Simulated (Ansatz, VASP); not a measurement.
# TePb: VASP beside Ansatz

```
CELL_PARAMETERS angstrom
3.92673 0.00000 0.00000
0.00000 3.92673 0.00000
0.00000 0.00000 3.92673
ATOMIC_POSITIONS crystal
Te 0.50000 0.50000 0.50000
Pb 0.00000 0.00000 0.00000
```

Alike in both runs: functional PBE; dispersion D3(BJ); k mesh 10 × 10 × 10; occupations gaussian, width 0.1 eV; no spin polarisation.

Ansatz relaxed the structure, and its values are those at the end. VASP's run is a single point on that final structure, the one shown.

|  | VASP | Ansatz |
| --- | --- | --- |
| version | VASP 6.6.1 | Ansatz 0.2.0 |
| potentials or method | VASP PAW PBE potentials, release 64 (Te, Pb_d), cutoff 520 eV | scalar-relativistic, plane waves, PAW |
| valence electrons in the cell | 20 | 30 |

|  | VASP | Ansatz | Ansatz less VASP |
| --- | --- | --- | --- |
| gap on the k mesh at the Fermi level (eV) | none | none | - |
| pressure (GPa) | -0.1 | 0.0 | +0.04 |

A gap of «none» marks a metal or a gap that the smearing closes. VASP's potentials hold 20 valence electrons a cell and Ansatz's 30, so a difference there can come from the potentials and not from the codes. Ansatz's warnings: dispersion switch in reach, relaxed geometry near dispersion switch.

Neither program's run includes spin-orbit coupling.
